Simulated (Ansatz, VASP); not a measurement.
## CaF2: VASP beside Ansatz

```
Ca F
1.0
     0.00000    2.73100    2.73100
     2.73100    0.00000    2.73100
     2.73100    2.73100    0.00000
Ca F
1 2
Direct
  0.00000 0.00000 0.00000
  0.25000 0.25000 0.25000
  0.75000 0.75000 0.75000
```

Alike in both runs: task single point; functional BLYP; k mesh 6 × 6 × 6; no spin polarisation.

```csv
,VASP,Ansatz
version,VASP 6.6.1,Ansatz 0.2.0
potentials or method,"VASP PAW PBE potentials, release 64 (Ca_sv, F)","plane waves, PAW"
plane-wave cutoff (eV),600,420
occupations,"gaussian, width 0.01 eV",fixed
valence electrons in the cell,24,24
```

Ansatz gave:

* pressure (GPa): 4.0

Q: Estimate VASP's values.

A: Pressure (GPa): 4.3.

VASP's potentials were made for PBE, not for BLYP.
